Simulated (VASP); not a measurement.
# Sn (P6/mmm) in VASP: further runs

Sn is run at these levels: r2SCAN; tasks: single point, relaxation of cell and atoms.

All numbers are computed with VASP 6.6.1; they aren't measurements. Logs are shortened: lines on timing, memory, paths and dates and some standing lists are left out, and cuts for length are marked.

**1. The cell of the first run**

Symmetry: P6/mmm, No. 191, hexagonal system. The conventional cell has a = 3.238 Å, b = 3.238 Å, c = 3.033 Å, α = 90.00°, β = 90.00°, γ = 120.00°. Within 4.0 Å of Sn (site symmetry 6/mmm) lie 8 Sn at 3.03 to 3.24 Å.

**2. Single point, r2SCAN**

Input file POSCAR:

```
Sn
1.0
    3.2376574036      0.0000000000      0.0000000000
   -1.6188287018      2.8038935602      0.0000000000
    0.0000000000      0.0000000000      3.0328338013
Sn
1
Direct
    0.0000000000      0.0000000000      0.0000000000
```

Input file INCAR.step1:

```
PREC     = Accurate       # precision mode
ENCUT    = 520            # plane-wave cutoff, eV
ISMEAR   = 0              # smearing method
SIGMA    = 0.1            # smearing width, eV
LREAL    = F              # projectors in reciprocal space
LASPH    = T              # aspherical terms in the spheres
NELM     = 100            # most SCF steps
NBANDS   = 13             # bands
GGA      = PE             # functional
ALGO     = Normal         # electronic algorithm
EDIFF    = 1E-4           # SCF threshold, eV
LWAVE    = T              # write WAVECAR
LCHARG   = F              # write CHGCAR
```

Input file INCAR.step2:

```
PREC     = Accurate       # precision mode
ENCUT    = 520            # plane-wave cutoff, eV
EDIFF    = 1E-6           # SCF threshold, eV
ISMEAR   = 0              # smearing method
SIGMA    = 0.1            # smearing width, eV
LREAL    = F              # projectors in reciprocal space
LASPH    = T              # aspherical terms in the spheres
NELM     = 100            # most SCF steps
ALGO     = Normal         # electronic algorithm
ISIF     = 2              # what is computed and relaxed
LWAVE    = F              # write WAVECAR
LCHARG   = F              # write CHGCAR
METAGGA  = R2SCAN         # meta-GGA
LMIXTAU  = T            
NBANDS   = 13             # bands
ISTART   = 1
```

Input file KPOINTS:

```
Automatic mesh
0
Gamma
  21 21 18
```

Potentials or basis: VASP PAW PBE potentials, release 64 (Sn_d).

On the command line:

```bash
$ cat potpaw_PBE.64/Sn_d/POTCAR > POTCAR
$ cp INCAR.step1 INCAR
$ mpirun -np 1 vasp_std > vasp.out
$ cp INCAR.step2 INCAR
$ mpirun -np 1 vasp_std > vasp.out
```

OUTCAR:

```text
PREC = Accurate
   ENCUT = 520
   EDIFF = 1E-6
   ISMEAR = 0
   LREAL = F
   LASPH = T
   NELM = 100
   ISIF = 2
   METAGGA = R2SCAN
   ISTART = 1

 ion  position               nearest neighbor table
   1  0.000  0.000  0.000-

  LATTYP: Found a hexagonal cell.
 ALAT       =     3.2376574036
 C/A-ratio  =     0.9367370982

  Lattice vectors:

 A1 = (   3.2376574036,   0.0000000000,   0.0000000000)
 A2 = (  -1.6188287018,   2.8038935602,   0.0000000000)
 A3 = (   0.0000000000,   0.0000000000,   3.0328338013)

Analysis of symmetry for initial positions (statically):
=====================================================================
 Subroutine PRICEL returns:
 Original cell was already a primitive cell.

 Routine SETGRP: Setting up the symmetry group for a
 hexagonal supercell.

 Subroutine GETGRP returns: Found 24 space group operations
 (whereof 24 operations were pure point group operations)
 out of a pool of 24 trial point group operations.

The static configuration has the point symmetry D_6h.

Analysis of symmetry for dynamics (positions and initial velocities):
=====================================================================
 Subroutine PRICEL returns:
 Original cell was already a primitive cell.

 Routine SETGRP: Setting up the symmetry group for a
 hexagonal supercell.

 Subroutine GETGRP returns: Found 24 space group operations
 (whereof 24 operations were pure point group operations)
 out of a pool of 24 trial point group operations.

The dynamic configuration has the point symmetry D_6h.

 Subroutine INISYM returns: Found 24 space group operations
 (whereof 24 operations are pure point group operations),
 and found     1 'primitive' translations

----------------------------------------------------------------------------------------

                                     Primitive cell

  volume of cell :      27.5322

  direct lattice vectors                    reciprocal lattice vectors
     3.237657404  0.000000000  0.000000000     0.308865292  0.178323460  0.000000000
    -1.618828702  2.803893560  0.000000000     0.000000000  0.356646919  0.000000000
     0.000000000  0.000000000  3.032833801     0.000000000  0.000000000  0.329724629

  length of vectors
     3.237657404  3.237657404  3.032833801     0.356646919  0.356646919  0.329724629

  position of ions in fractional coordinates (direct lattice)
     0.000000000  0.000000000  0.000000000

  ion indices of the primitive-cell ions
   primitive index   ion index
                 1           1

[... 82 lines left out ...]
   NELECT =      14.0000    total number of electrons
   NUPDOWN=      -1.0000    fix difference up-down
   EMIN   =  10.00;   EMAX   =-10.00  energy-range for DOS
   EFERMI =   0.00;   METHOD = LEGACY
   ISMEAR =     0;   SIGMA  =   0.10  broadening in eV -4-tet -1-fermi 0-gaus
   EFERMI_NEDOS =   21; number of points for ismear=-14 and -15
   IALGO  =     38    algorithm
   IMIX   =      4    mixing-type and parameters
     AMIX     =   0.40;   BMIX     =  1.00
     AMIX_MAG =   1.60;   BMIX_MAG =  1.00
  volume/ion in A,a.u.               =      27.53       185.80
  Fermi-wavevector in a.u.,A,eV,Ry     =   1.306684  2.469274 23.230894  1.707423
  Thomas-Fermi vector in A             =   2.437469
   LORBIT       =      0    0 simple, 1 ext, 2 COOP (PROOUT), +10 PAW based schemes
   METAGGA = R2SCAN    functional components
   LHFCALC =     F    Hartree Fock is set to
   AEXX    =    0.0000 exact exchange contribution
   IVDW    =     0    specifies the selected vdW correction
   LEPSILON=     F    determine dielectric tensor
   LRPA    =     F    only Hartree local field effects (RPA)
 non-spin polarized calculation
 Gauss-broadening in eV      SIGMA  =   0.10
  energy-cutoff  :      520.00
  volume of cell :       27.53
 maximum number of plane-waves:       762
   NGX = 13   NGY = 13   NGZ = 11

 number of electron      14.0000001 magnetization

 Free energy of the ion-electron system (eV)
  ---------------------------------------------------
  ext. energy  EPLUGINS =         0.00000000
  ---------------------------------------------------
  free energy    TOTEN  =       -24.61337827 eV

  energy without entropy =      -24.61064671  energy(sigma->0) =      -24.61201249

 E-fermi :   7.7598     XC(G=0): -11.0766

 val. band max:        7.7417167428   @ k =   0.2381   0.0476   0.2778
 cond. band min:       7.7632839255   @ k =   0.3333   0.2381   0.2778
 fundamental gap:      0.0215671826
 Fermi energy:         7.7597744571

 k-point     1 :       0.0000    0.0000    0.0000
  band No.  band energies     occupation
      1     -14.6194      2.00000
      2     -14.4324      2.00000
      3     -14.4323      2.00000
      4     -14.2017      2.00000
      5     -14.2017      2.00000
      6      -3.8281      2.00000
      7      13.4734      0.00000
      8      15.1031      0.00000
      9      15.1032      0.00000
     10      16.9486      0.00000
     11      19.3876      0.00000
     12      20.2050      0.00000
     13      20.2051      0.00000
[... 354 lines left out ...]
  band No.  band energies     occupation
      1     -14.5699      2.00000
      2     -14.4420      2.00000
      3     -14.3254      2.00000
      4     -14.2454      2.00000
      5     -14.2144      2.00000
      6      -2.5040      2.00000
      7       8.8573      0.00000
      8      11.4161      0.00000
      9      14.8547      0.00000
     10      17.6523      0.00000
     11      18.5616      0.00000
     12      22.1811      0.00000
     13      27.1168      0.00000

 [... further k-points ...]

------------------------ aborting loop because EDIFF is reached ----------------------------------------

  FORCE on cell =-STRESS in cart. coord.  units (eV):
  Direction    XX          YY          ZZ          XY          YZ          ZX
  --------------------------------------------------------------------------------------
  -------------------------------------------------------------------------------------
  Total       -0.0040286     -0.0040286     -0.0062203      0.0000000      0.0000000     -0.0000000
  in kB       -0.2344337     -0.2344337     -0.3619791      0.0000000      0.0000000     -0.0000000
  external PRESSURE =      -0.2769488 kB  Pullay stress =       0.0000000 kB

 VOLUME and BASIS-vectors are now :
 -----------------------------------------------------------------------------
  energy-cutoff  :      520.00
  volume of cell :       27.53
      direct lattice vectors                 reciprocal lattice vectors
     3.237657404  0.000000000  0.000000000     0.308865292  0.178323460  0.000000000
    -1.618828702  2.803893560  0.000000000     0.000000000  0.356646919  0.000000000
     0.000000000  0.000000000  3.032833801     0.000000000  0.000000000  0.329724629

 POSITION                                       TOTAL-FORCE (eV/Angst)
 -----------------------------------------------------------------------------------
      0.00000      0.00000      0.00000        -0.000000      0.000000      0.000000
 -----------------------------------------------------------------------------------
    total drift:                                0.000000     -0.000000      0.000000

  FREE ENERGIE OF THE ION-ELECTRON SYSTEM (eV)
  ---------------------------------------------------
  free  energy   TOTEN  =       -24.6133782694 eV

  energy  without entropy=      -24.6106467126  energy(sigma->0) =      -24.61201249
```

OUTCAR.step1:

```text
PREC = Accurate
   ENCUT = 520
   ISMEAR = 0
   LREAL = F
   LASPH = T
[... 600 lines left out ...]

 POSITION                                       TOTAL-FORCE (eV/Angst)
 -----------------------------------------------------------------------------------
      0.00000      0.00000      0.00000         0.000000      0.000000      0.000000
 -----------------------------------------------------------------------------------
    total drift:                                0.000000      0.000000      0.000000

  FREE ENERGIE OF THE ION-ELECTRON SYSTEM (eV)
  ---------------------------------------------------
  free  energy   TOTEN  =        -3.8019856671 eV

  energy  without entropy=       -3.7991393042  energy(sigma->0) =       -3.80056249
```

OSZICAR.step1:

```text
N       E                     dE             d eps       ncg     rms          rms(c)
DAV:   1     0.808957157333E+02    0.80896E+02   -0.72394E+03 12823   0.160E+03
DAV:   2     0.194896765570E+01   -0.78947E+02   -0.76379E+02 13410   0.338E+02
DAV:   3    -0.369025809721E+01   -0.56392E+01   -0.56201E+01 14700   0.736E+01
DAV:   4    -0.380773215550E+01   -0.11747E+00   -0.11745E+00 14769   0.114E+01
DAV:   5    -0.381171519105E+01   -0.39830E-02   -0.39830E-02 16228   0.204E+00    0.158E+00
DAV:   6    -0.380387470725E+01    0.78405E-02   -0.10786E-02 15732   0.186E+00    0.889E-01
DAV:   7    -0.380201597924E+01    0.18587E-02   -0.77319E-03 15663   0.154E+00    0.112E-01
DAV:   8    -0.380198566707E+01    0.30312E-04   -0.98945E-04 15460   0.511E-01
   1 F= -.38019857E+01 E0= -.38005625E+01  d E =-.284636E-02
```

Wall time 1.8 min (1 thread of Intel Xeon 6975P-C (Granite Rapids), shared host); peak memory 0.27 GiB.

What came out:

| Property | Result |
| --- | --- |
| Free energy | -24.6134 eV |
| Pressure | 0.0 GPa |
| Band gap on the k mesh | zero (band 7 reaches 13.63 eV, above the bottom of band 8 at 4.84 eV) |

Caveat: the PAW data sets were made with another functional, which shifts forces and pressure a little; spin-orbit coupling is left out, which moves the levels of the heavy elements.

**3. Relaxation of cell and atoms, r2SCAN**

This run uses another cell than the first one: it holds 3 atoms, not 1.

Input file POSCAR:

```
Sn
1.0
    5.4704755735      0.0000000000      0.0000000000
   -2.7352377867      4.7375708174      0.0000000000
    0.0000000000      0.0000000000      3.1822134233
Sn
3
Direct
    0.0000000000      0.0000000000      0.0000000000
    0.3333333333      0.6666666667      0.5000000000
    0.6666666667      0.3333333333      0.5000000000
```

Input file INCAR.step1:

```
ALGO = Normal
EDIFF = 1E-4
ENCUT = 600
GGA = PE
ISMEAR = 0
LASPH = True
LCHARG = False
LREAL = False
LWAVE = True
NELM = 60
PREC = Accurate
SIGMA = 0.1
```

Input file INCAR.step2:

```
ALGO = Normal
EDIFF = 1E-6
EDIFFG = -0.04
ENCUT = 600
IBRION = 2
ISIF = 3
ISMEAR = 0
ISTART = 1
LASPH = True
LCHARG = False
LMIXTAU = True
LREAL = False
LWAVE = False
METAGGA = R2SCAN
NELM = 60
NSW = 90
PREC = Accurate
SIGMA = 0.1
```

Input file KPOINTS:

```
k-points
0
Gamma
  6 6 6
```

Potentials or basis: VASP PAW PBE potentials, release 64 (Sn_d).

On the command line:

```bash
$ cat potpaw_PBE.64/Sn_d/POTCAR > POTCAR
$ cp INCAR.step1 INCAR
$ mpirun -np 1 vasp_std > vasp.out
$ cp INCAR.step2 INCAR
$ mpirun -np 1 vasp_std > vasp.out
```

OUTCAR:

```text
EDIFF = 1E-6
   EDIFFG = -0.04
   ENCUT = 600
   IBRION = 2
   ISIF = 3
   ISMEAR = 0
   ISTART = 1
   LASPH = True
   LREAL = False
   METAGGA = R2SCAN
   NELM = 60
   NSW = 90
   PREC = Accurate

 ion  position               nearest neighbor table
   1  0.000  0.000  0.000-   2 3.54   3 3.54   2 3.54   3 3.54   2 3.54   2 3.54   3 3.54   3 3.54
                             3 3.54   3 3.54   2 3.54   2 3.54
   2  0.333  0.667  0.500-   3 3.16   3 3.16   3 3.16   1 3.54   1 3.54   1 3.54   1 3.54   1 3.54
                             1 3.54
   3  0.667  0.333  0.500-   2 3.16   2 3.16   2 3.16   1 3.54   1 3.54   1 3.54   1 3.54   1 3.54
                             1 3.54

[... 921 lines left out ...]
  -------------------------------------------------------------------------------------
  Total        0.0975971      0.0975971      0.1016962      0.0000000      0.0000000      0.0000000
  in kB        1.9278533      1.9278533      2.0088235      0.0000000      0.0000000      0.0000000
  external PRESSURE =       1.9548434 kB  Pullay stress =       0.0000000 kB

 VOLUME and BASIS-vectors are now :
 -----------------------------------------------------------------------------
  energy-cutoff  :      600.00
  volume of cell :       81.11
      direct lattice vectors                 reciprocal lattice vectors
     5.445571750 -0.000000000 -0.000000000     0.183635447  0.106021974  0.000000000
    -2.722785875  4.716003474  0.000000000     0.000000000  0.212043949  0.000000000
    -0.000000000  0.000000000  3.158318327     0.000000000 -0.000000000  0.316624196

 POSITION                                       TOTAL-FORCE (eV/Angst)
 -----------------------------------------------------------------------------------
      0.00000     -0.00000     -0.00000        -0.000000      0.000000      0.000000
     -0.00000      3.14400      1.57916        -0.000000      0.000000      0.000000
      2.72279      1.57200      1.57916         0.000000      0.000000     -0.000000
 -----------------------------------------------------------------------------------
    total drift:                               -0.000000      0.000000     -0.000000

  FREE ENERGIE OF THE ION-ELECTRON SYSTEM (eV)
  ---------------------------------------------------
  free  energy   TOTEN  =       -73.6149403330 eV

  energy  without entropy=      -73.6097611032  energy(sigma->0) =      -73.61235072

 reached required accuracy - stopping structural energy minimisation
```

OSZICAR.step1:

```text
N       E                     dE             d eps       ncg     rms          rms(c)
DAV:   1     0.370655739059E+03    0.37066E+03   -0.23902E+04  1400   0.284E+03
DAV:   2     0.296879302994E+02   -0.34097E+03   -0.33860E+03  1408   0.569E+02
DAV:   3    -0.996937528869E+01   -0.39657E+02   -0.39245E+02  1652   0.184E+02
DAV:   4    -0.113992108797E+02   -0.14298E+01   -0.14232E+01  1615   0.380E+01
DAV:   5    -0.114501265340E+02   -0.50916E-01   -0.50896E-01  2194   0.673E+00    0.236E+00
DAV:   6    -0.114088846934E+02    0.41242E-01   -0.64140E-02  1775   0.712E+00    0.133E+00
DAV:   7    -0.113995577222E+02    0.93270E-02   -0.70757E-02  1672   0.333E+00    0.247E-01
DAV:   8    -0.113989224674E+02    0.63525E-03   -0.47222E-03  1638   0.103E+00    0.112E-01
DAV:   9    -0.113989090598E+02    0.13408E-04   -0.69794E-04  1523   0.337E-01
   1 F= -.11398909E+02 E0= -.11396109E+02  d E =-.560073E-02
```

Wall time 9.2 min (1 thread of Oxide Virtual Turin-like, shared host); peak memory 0.25 GiB.

Results:

```
Free energy                            : -73.6149 eV
Relaxed volume                         : 27.04 Å³/atom
Relaxed cell                           : a = 5.446 Å, b = 5.446 Å, c = 3.158 Å, α = 90.00°, β = 90.00°, γ = 120.00°
Space group after relaxing (to 0.05 Å) : P6/mmm (No. 191)
Energy gained by relaxing              : 0.7 meV/atom
Ionic steps                            : 2
Pressure after relaxing                : 0.2 GPa
Band gap on the k mesh                 : zero (band 21 reaches 9.60 eV, above the bottom of band 22 at 5.31 eV)
```

Step by step:
```tsv
step	energy change (eV)	largest force (eV/Å)	pressure (GPa)	volume (Å³)
1	0.0000	0.0000	-0.67	82.47
2	-0.0022	0.0000	0.20	81.11
```

Final structure:
```
CELL_PARAMETERS angstrom
5.44557 0.00000 0.00000
-2.72279 4.71600 0.00000
0.00000 0.00000 3.15832
ATOMIC_POSITIONS crystal
Sn 0.00000 0.00000 0.00000
Sn 0.33333 0.66667 0.50000
Sn 0.66667 0.33333 0.50000
```

Levels at points of the mesh, in eV from the Fermi level:
```csv
k point,band 19,band 20,band 21,band 22,band 23,band 24
"(0.00, 0.00, 0.00)",-3.03,-3.03,-2.98,-2.98,3.95,7.68
"(0.50, 0.00, 0.00)",-5.02,0.71,0.80,2.38,2.63,3.81
"(0.00, 0.00, 0.50)",-1.73,-1.54,-1.02,-0.67,-0.67,0.70
"(0.50, 0.00, 0.50)",-4.43,-2.91,-2.14,-1.65,0.12,3.42
```

Caveat: the PAW data sets were made with another functional, which shifts forces and pressure a little; spin-orbit coupling is left out, which moves the levels of the heavy elements.

**4. Single point, r2SCAN**

This run uses another cell than the first one: it holds 3 atoms, not 1.

Input file POSCAR:

```
Sn
1.0
    5.3922189120      0.0000000000      0.0000000000
   -2.6961094560      4.6697985605      0.0000000000
    0.0000000000      0.0000000000      3.2261542319
Sn
3
Direct
    0.0000000000      0.0000000000      0.0000000000
    0.3333333333      0.6666666667      0.5000000000
    0.6666666667      0.3333333333      0.5000000000
```

Input file INCAR.step1:

```
SYSTEM = Sn
PREC     = Accurate       ! precision mode
ENCUT    = 520            ! plane-wave cutoff, eV
ISMEAR   = 0              ! smearing method
SIGMA    = 0.1            ! smearing width, eV
LREAL    = .False.        ! projectors in reciprocal space
LASPH    = .True.         ! aspherical terms in the spheres
NELM     = 60             ! most SCF steps
NBANDS   = 28             ! bands
GGA      = PE             ! functional
ALGO     = Normal         ! electronic algorithm
EDIFF    = 1E-4           ! SCF threshold, eV
LWAVE    = .True.         ! write WAVECAR
LCHARG   = .False.        ! write CHGCAR
```

Input file INCAR.step2:

```
SYSTEM = Sn
PREC     = Accurate       ! precision mode
ENCUT    = 520            ! plane-wave cutoff, eV
EDIFF    = 1E-7           ! SCF threshold, eV
ISMEAR   = 0              ! smearing method
SIGMA    = 0.1            ! smearing width, eV
LREAL    = .False.        ! projectors in reciprocal space
LASPH    = .True.         ! aspherical terms in the spheres
NELM     = 60             ! most SCF steps
ALGO     = Normal         ! electronic algorithm
ISIF     = 2              ! what is computed and relaxed
LWAVE    = .False.        ! write WAVECAR
LCHARG   = .False.        ! write CHGCAR
METAGGA  = R2SCAN         ! meta-GGA
LMIXTAU  = .True.       
NBANDS   = 28             ! bands
ISTART   = 1
```

Input file KPOINTS:

```
Automatic mesh
0
Gamma
  12 12 14
  0 0 0
```

On the command line:

```bash
$ cat potpaw_PBE.64/Sn_d/POTCAR > POTCAR
$ cp INCAR.step1 INCAR
$ mpirun -np 1 vasp_std > vasp.out
$ cp INCAR.step2 INCAR
$ mpirun -np 1 vasp_std > vasp.out
```

Run time: 19 min. Hardware: 1 thread of Oxide Virtual Turin-like, shared host; peak memory 0.34 GiB.

The run converged. Its results:

* Free energy: -73.5252 eV
* Pressure: 0.0 GPa
* Band gap on the k mesh: zero (band 21 reaches 10.06 eV, above the bottom of band 22 at 5.41 eV)

Levels at points of the mesh, in eV from the Fermi level:
```tsv
k point	band 17	band 18	band 19	band 20	band 21	band 22	band 23	band 24	band 25	band 26
(0.00, 0.00, 0.00)	-5.90	-5.56	-2.81	-2.81	-2.70	-2.70	3.47	7.24	8.35	8.35
(0.50, 0.00, 0.00)	-9.83	-6.82	-4.81	1.10	1.24	2.72	3.02	4.21	5.42	5.51
(0.00, 0.00, 0.50)	-7.12	-2.35	-1.44	-1.19	-0.65	-0.65	-0.62	0.81	0.81	1.94
(0.50, 0.00, 0.50)	-6.08	-5.99	-4.26	-2.69	-1.84	-1.66	0.20	3.68	4.26	5.46
```

Caveat: the PAW data sets were made with another functional, which shifts forces and pressure a little; spin-orbit coupling is left out, which moves the levels of the heavy elements.

**5. The runs side by side**

```tsv
task	cell	k mesh	cutoff (eV)	gap on the mesh (eV)	pressure (GPa)
single point	a = 3.238, b = 3.238, c = 3.033 Å, angles 90.0, 90.0, 120.0°, 1 atom	21 × 21 × 18	520	none	0.0
relaxation of cell and atoms	relaxed from a = 5.470, b = 5.470, c = 3.182 Å, angles 90.0, 90.0, 120.0°, 3 atoms	6 × 6 × 6	600	none	0.2
single point	a = 5.392, b = 5.392, c = 3.226 Å, angles 90.0, 90.0, 120.0°, 3 atoms	12 × 12 × 14	520	none	0.0
```

Alike in all rows: level r2SCAN; potentials or basis VASP PAW PBE potentials, release 64 (Sn_d); no spin polarisation; smearing gaussian 0.1 eV.

Caveats: the PAW data sets were made with another functional, which shifts forces and pressure a little; spin-orbit coupling is left out, which moves the levels of the heavy elements.

Absolute energies hang on the potentials; compare differences alone.
